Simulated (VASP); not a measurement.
# Cu12CO in VASP: single point with PBE+D3(BJ)

Aim: the single point of Cu12CO with PBE+D3(BJ).

Everything below comes from runs of VASP 6.6.1. Logs are shortened: lines on timing, memory, paths and dates and some standing lists are left out, and cuts for length are marked.

## (1) The cell of the first run

The cell holds a slab with vacuum, 14 atoms: a = 5.039 Å, b = 5.039 Å, c = 22.872 Å, α = 90.00°, β = 90.00°, γ = 120.00°.

## (2) Single point, PBE+D3(BJ)

INCAR

```
PREC = Accurate ; ENCUT = 520
EDIFF = 1E-6 ; ISMEAR = 0
SIGMA = 0.1 ; LREAL = False
LASPH = True ; NELM = 80
ALGO = Normal ; ISIF = 2
LWAVE = False ; LCHARG = False
LDIPOL = True ; IDIPOL = 3
DIPOL = 0.5 0.5 0.300 ; GGA = PE
IVDW = 12 ; NBANDS = 84
```

KPOINTS

```
regular mesh
0
Gamma
  6 6 1
```

POSCAR

```
Cu12CO
1.0
    5.0393684011      0.0000000000      0.0000000000
   -2.5196842005      4.3642210544      0.0000000000
    0.0000000000      0.0000000000     22.8721943999
Cu O C
12 1 1
Direct
    0.3333333333      0.1666666667      0.1748848375
    0.3333333333      0.6666666667      0.1748848375
    0.8333333333      0.1666666667      0.1748848375
    0.8333333333      0.6666666667      0.1748848375
    0.1666666667      0.3333333333      0.2649977796
    0.1666666667      0.8333333333      0.2649977796
    0.6666666667      0.3333333333      0.2649977796
    0.6666666667      0.8333333333      0.2649977796
    0.0000000000      0.0000000000      0.3551121619
    0.0000000000      0.5000000000      0.3551121619
    0.5000000000      0.0000000000      0.3551121619
    0.5000000000      0.5000000000      0.3551121619
    0.0833333333      0.1666666667      0.4862757900
    0.0833333333      0.1666666667      0.5365551807
```

Potentials or basis: VASP PAW PBE potentials, release 64 (Cu, O, C).

The run is started by

```
> cat potpaw_PBE.64/Cu/POTCAR potpaw_PBE.64/O/POTCAR potpaw_PBE.64/C/POTCAR > POTCAR
> mpirun -np 1 vasp_std > vasp.out
```

OUTCAR:

```text
PREC = Accurate
   ENCUT = 520
   EDIFF = 1E-6
   ISMEAR = 0
   LREAL = False
   LASPH = True
   NELM = 80
   ISIF = 2
   GGA = PE
   IVDW = 12
 IVDW          = 12

 ion  position               nearest neighbor table
   1  0.333  0.167  0.175-   2 2.52   2 2.52   3 2.52   3 2.52   4 2.52   4 2.52   5 2.52   6 2.52
                             7 2.52
   2  0.333  0.667  0.175-   1 2.52   1 2.52   4 2.52   4 2.52   3 2.52   3 2.52   6 2.52   5 2.52
                             8 2.52
   3  0.833  0.167  0.175-   4 2.52   4 2.52   1 2.52   1 2.52   2 2.52   2 2.52   7 2.52   8 2.52
                             5 2.52
   4  0.833  0.667  0.175-   3 2.52   3 2.52   2 2.52   2 2.52   1 2.52   1 2.52   8 2.52   7 2.52
                             6 2.52
   5  0.167  0.333  0.265-   6 2.52   6 2.52   7 2.52   7 2.52   8 2.52   8 2.52   1 2.52   2 2.52
                             3 2.52   9 2.52  12 2.52  10 2.52
   6  0.167  0.833  0.265-   5 2.52   5 2.52   8 2.52   8 2.52   7 2.52   7 2.52   2 2.52   1 2.52
                             4 2.52  10 2.52  11 2.52   9 2.52
   7  0.667  0.333  0.265-   8 2.52   8 2.52   5 2.52   5 2.52   6 2.52   6 2.52   3 2.52   4 2.52
                             1 2.52  11 2.52  10 2.52  12 2.52
   8  0.667  0.833  0.265-   7 2.52   7 2.52   6 2.52   6 2.52   5 2.52   5 2.52   4 2.52   3 2.52
                             2 2.52  12 2.52   9 2.52  11 2.52
   9  0.000  0.000  0.355-  10 2.52  10 2.52  11 2.52  11 2.52  12 2.52  12 2.52   5 2.52   8 2.52
                             6 2.52
  10  0.000  0.500  0.355-   9 2.52   9 2.52  12 2.52  12 2.52  11 2.52  11 2.52   6 2.52   7 2.52
                             5 2.52
  11  0.500  0.000  0.355-  12 2.52  12 2.52   9 2.52   9 2.52  10 2.52  10 2.52   7 2.52   6 2.52
                             8 2.52
  12  0.500  0.500  0.355-  11 2.52  11 2.52  10 2.52  10 2.52   9 2.52   9 2.52   8 2.52   5 2.52
                             7 2.52
  13  0.083  0.167  0.486-  14 1.15
  14  0.083  0.167  0.537-  13 1.15

  LATTYP: Found a hexagonal cell.
 ALAT       =     5.0393684011
 C/A-ratio  =     4.5387025872

  Lattice vectors:

 A1 = (   5.0393684011,   0.0000000000,   0.0000000000)
 A2 = (  -2.5196842005,   4.3642210544,   0.0000000000)
 A3 = (   0.0000000000,   0.0000000000,  22.8721943999)

Analysis of symmetry for initial positions (statically):
=====================================================================
 Subroutine PRICEL returns:
 Original cell was already a primitive cell.

 Routine SETGRP: Setting up the symmetry group for a
 hexagonal supercell.

 Subroutine GETGRP returns: Found  2 space group operations
 (whereof  2 operations were pure point group operations)
 out of a pool of 24 trial point group operations.

The static configuration has the point symmetry C_1h.

Analysis of symmetry for dynamics (positions and initial velocities):
=====================================================================
 Subroutine PRICEL returns:
 Original cell was already a primitive cell.

 Routine SETGRP: Setting up the symmetry group for a
 hexagonal supercell.

 Subroutine GETGRP returns: Found  2 space group operations
 (whereof  2 operations were pure point group operations)
 out of a pool of 24 trial point group operations.

The dynamic configuration has the point symmetry C_1h.

 Subroutine INISYM returns: Found  2 space group operations
 (whereof  2 operations are pure point group operations),
 and found     1 'primitive' translations

----------------------------------------------------------------------------------------

                                     Primitive cell

  volume of cell :     503.0263

  direct lattice vectors                    reciprocal lattice vectors
     5.039368401  0.000000000  0.000000000     0.198437566  0.114567982  0.000000000
    -2.519684200  4.364221054  0.000000000     0.000000000  0.229135964  0.000000000
     0.000000000  0.000000000 22.872194400     0.000000000  0.000000000  0.043721209

  length of vectors
     5.039368401  5.039368401 22.872194400     0.229135964  0.229135964  0.043721209

  position of ions in fractional coordinates (direct lattice)
     0.333333333  0.166666667  0.174884838
     0.333333333  0.666666667  0.174884838
     0.833333333  0.166666667  0.174884838
     0.833333333  0.666666667  0.174884838
     0.166666667  0.333333333  0.264997780
     0.166666667  0.833333333  0.264997780
     0.666666667  0.333333333  0.264997780
     0.666666667  0.833333333  0.264997780
     0.000000000  0.000000000  0.355112162
[... 55 lines left out ...]
  0.000000  0.333333  0.000000      2.000000
  0.500000 -0.000000  0.000000      2.000000
  0.000000  0.500000  0.000000      1.000000
  0.166667  0.166667  0.000000      4.000000
 -0.333333  0.166667  0.000000      2.000000
  0.333333  0.166667  0.000000      4.000000
 -0.166667  0.500000  0.000000      4.000000
  0.500000  0.333333  0.000000      4.000000
  0.333333  0.333333  0.000000      2.000000
   k-points           NKPTS =     13   k-points in BZ     NKDIM =     13   number of bands    NBANDS=     84
   number of dos      NEDOS =    301   number of ions     NIONS =     14
   total plane-waves  NPLWV = 288000
   dimension x,y,z NGX =    40 NGY =   40 NGZ =  180
   dimension x,y,z NGXF=    80 NGYF=   80 NGZF=  360
   ions per type =              12   1   1
   NGX,Y,Z   is equivalent  to a cutoff of  13.20, 13.20, 13.08 a.u.
   NGXF,Y,Z  is equivalent  to a cutoff of  26.39, 26.39, 26.17 a.u.
 SYSTEM =  unknown system
   PREC   = accura    normal or accurate (medium, high low for compatibility)
   ISTART =      0    job   : 0-new  1-cont  2-samecut
   ICHARG =      2    charge: 1-file 2-atom 10-const
   ISPIN  =      1    spin polarized calculation?
   LNONCOLLINEAR =      F non collinear calculations
   LSORBIT =      F    spin-orbit coupling
   LASPH  =      T    aspherical Exc in radial PAW
   ENCUT  =  520.0 eV  38.22 Ry    6.18 a.u.   9.37  9.37 42.53*2*pi/ulx,y,z
   NELM   =     80;   NELMIN=  2; NELMDL= -5     # of ELM steps
   EDIFF  = 0.1E-05   stopping-criterion for ELM
   LREAL  =      F    real-space projection
   EDIFFG = 0.1E-04   stopping-criterion for IOM
   NSW    =      0    number of steps for IOM
   IBRION =     -1    ionic relax: 0-MD 1-quasi-New 2-CG
   NFREE  =      0    steps in history (QN), initial steepest desc. (CG)
   ISIF   =      2    stress and relaxation
   ISYM   =      2    0-nonsym 1-usesym 2-fastsym
   POTIM  = 0.5000    time-step for ionic-motion
   TEBEG  =    0.0;   TEEND  =   0.0 temperature during run
   PSTRESS=    0.0 pullay stress
   NELECT =     142.0000    total number of electrons
   NUPDOWN=      -1.0000    fix difference up-down
   EMIN   =  10.00;   EMAX   =-10.00  energy-range for DOS
   EFERMI =   0.00;   METHOD = LEGACY
   ISMEAR =     0;   SIGMA  =   0.10  broadening in eV -4-tet -1-fermi 0-gaus
   EFERMI_NEDOS =   21; number of points for ismear=-14 and -15
   IALGO  =     38    algorithm
   IMIX   =      4    mixing-type and parameters
     AMIX     =   0.40;   BMIX     =  1.00
     AMIX_MAG =   1.60;   BMIX_MAG =  1.00
  volume/ion in A,a.u.               =      35.93       242.47
  Fermi-wavevector in a.u.,A,eV,Ry     =   1.073925  2.029424 15.691809  1.153315
  Thomas-Fermi vector in A             =   2.209739
   LORBIT       =      0    0 simple, 1 ext, 2 COOP (PROOUT), +10 PAW based schemes
   GGA     = PE    functional components
   LHFCALC =     F    Hartree Fock is set to
   AEXX    =    0.0000 exact exchange contribution
   IVDW    =    12    specifies the selected vdW correction
   LEPSILON=     F    determine dielectric tensor
   LRPA    =     F    only Hartree local field effects (RPA)
 non-spin polarized calculation
 Gauss-broadening in eV      SIGMA  =   0.10
  energy-cutoff  :      520.00
  volume of cell :      503.03
 maximum number of plane-waves:     13633
 NGX is ok and might be reduce to    40
   NGX = 19   NGY = 19   NGZ = 85

 number of electron     141.9999971 magnetization

 dipolmoment           0.000000      0.000000     -0.005884 electrons x Angstroem

 Free energy of the ion-electron system (eV)
  ---------------------------------------------------
  ext. energy  EPLUGINS =         0.00000000
  ---------------------------------------------------
  free energy    TOTEN  =       -55.65987308 eV

  energy without entropy =      -55.58455440  energy(sigma->0) =      -55.62221374

 E-fermi :  -0.8583     XC(G=0):  -4.9715

 val. band max:       -0.8774948285   @ k =   0.0000   0.1667   0.0000
 cond. band min:      -0.8461427966   @ k =   0.0000   0.1667   0.0000
 fundamental gap:      0.0313520320
 Fermi energy:        -0.8582536396

 k-point     1 :       0.0000    0.0000    0.0000
  band No.  band energies     occupation
      1     -25.6637      2.00000
      2     -10.6500      2.00000
      3      -9.7370      2.00000
      4      -8.1694      2.00000
      5      -8.1674      2.00000
      6      -7.6880      2.00000
[... 1107 lines left out ...]
     82       3.4614      0.00000
     83       4.0817      0.00000
 [bands above 83 left out]

------------------------ aborting loop because EDIFF is reached ----------------------------------------

 vacuum level on the upper side and lower side of the slab       (xc-potential included)        -0.133        -0.121

 Edisp (eV)   -4.91850

 E8    (eV) :    -2.1864

  FORCE on cell =-STRESS in cart. coord.  units (eV):
  Direction    XX          YY          ZZ          XY          YZ          ZX
  --------------------------------------------------------------------------------------
  -------------------------------------------------------------------------------------
  Total      -3.09907    -3.10807    -0.01541    -0.00000    -0.01953    -0.00000
  in kB      -9.87077    -9.89943    -0.04908    -0.00000    -0.06219    -0.00000
  external pressure =       -6.61 kB  Pullay stress =        0.00 kB

 VOLUME and BASIS-vectors are now :
 -----------------------------------------------------------------------------
  energy-cutoff  :      520.00
  volume of cell :      503.03
      direct lattice vectors                 reciprocal lattice vectors
     5.039368401  0.000000000  0.000000000     0.198437566  0.114567982  0.000000000
    -2.519684200  4.364221054  0.000000000     0.000000000  0.229135964  0.000000000
     0.000000000  0.000000000 22.872194400     0.000000000  0.000000000  0.043721209

 POSITION                                       TOTAL-FORCE (eV/Angst)
 -----------------------------------------------------------------------------------
      1.25984      0.72737      4.00000         0.001514      0.000174     -0.046803
     -0.00000      2.90948      4.00000         0.000000      0.001570     -0.037165
      3.77953      0.72737      4.00000        -0.001514      0.000174     -0.046803
      2.51968      2.90948      4.00000        -0.000000     -0.001387     -0.038239
      0.00000      1.45474      6.06108        -0.000000     -0.006201      0.004388
     -1.25984      3.63685      6.06108        -0.003386      0.004705      0.002369
      2.51968      1.45474      6.06108        -0.000000     -0.002693      0.002938
      1.25984      3.63685      6.06108         0.003386      0.004705      0.002369
      0.00000      0.00000      8.12219        -0.000000     -0.024073      0.003096
     -1.25984      2.18211      8.12219        -0.019282      0.017651      0.021844
      2.51968      0.00000      8.12219        -0.000000     -0.006313      0.025909
      1.25984      2.18211      8.12219         0.019282      0.017651      0.021844
     -0.00000      0.72737     11.12219        -0.000000     -0.007309      0.764311
     -0.00000      0.72737     12.27219         0.000000      0.001346     -0.680056
 -----------------------------------------------------------------------------------
    total drift:                                0.000001     -0.000122     -0.008471

  FREE ENERGIE OF THE ION-ELECTRON SYSTEM (eV)
  ---------------------------------------------------
  free  energy   TOTEN  =       -60.5783724680 eV

  energy  without entropy=      -60.5030537847  energy(sigma->0) =      -60.54071313

 vacuum level on the upper side and lower side of the slab         3.786         3.803
```

It took 33 min on 1 thread of AMD EPYC 7R13, shared host; peak memory 0.81 GiB.

What came out:

| Quantity | Value |
| --- | --- |
| Free energy | -60.5784 eV |
| Largest force | 0.764 eV/Å |
| Band gap on the k mesh | zero (bands 71 and 72 overlap by 0.41 eV) |
| Dispersion energy per atom | -0.351 eV |

Forces on the atoms (eV/Å):
```
Cu   0.002  0.000 -0.047
Cu   0.000  0.002 -0.037
Cu  -0.002  0.000 -0.047
Cu   0.000 -0.001 -0.038
Cu   0.000 -0.006  0.004
Cu  -0.003  0.005  0.002
Cu   0.000 -0.003  0.003
Cu   0.003  0.005  0.002
Cu   0.000 -0.024  0.003
Cu  -0.019  0.018  0.022
Cu   0.000 -0.006  0.026
Cu   0.019  0.018  0.022
O    0.000 -0.007  0.764
C    0.000  0.001 -0.680
```

Levels at points of the mesh, in eV from the Fermi level:
| k point | band 68 | band 69 | band 70 | band 71 | band 72 | band 73 |
| --- | --- | --- | --- | --- | --- | --- |
| (0.00, 0.00, 0.00) | -1.34 | -0.11 | 0.03 | 0.03 | 0.03 | 1.21 |
| (0.50, 0.00, 0.00) | -1.54 | -1.54 | 0.04 | 0.04 | 0.29 | 0.36 |
| (0.00, 0.50, 0.00) | -1.54 | -1.54 | 0.04 | 0.04 | 0.29 | 0.35 |

With open d or f shells a metallic result of PBE can be an artefact of self-interaction; +U or a hybrid may open a gap.
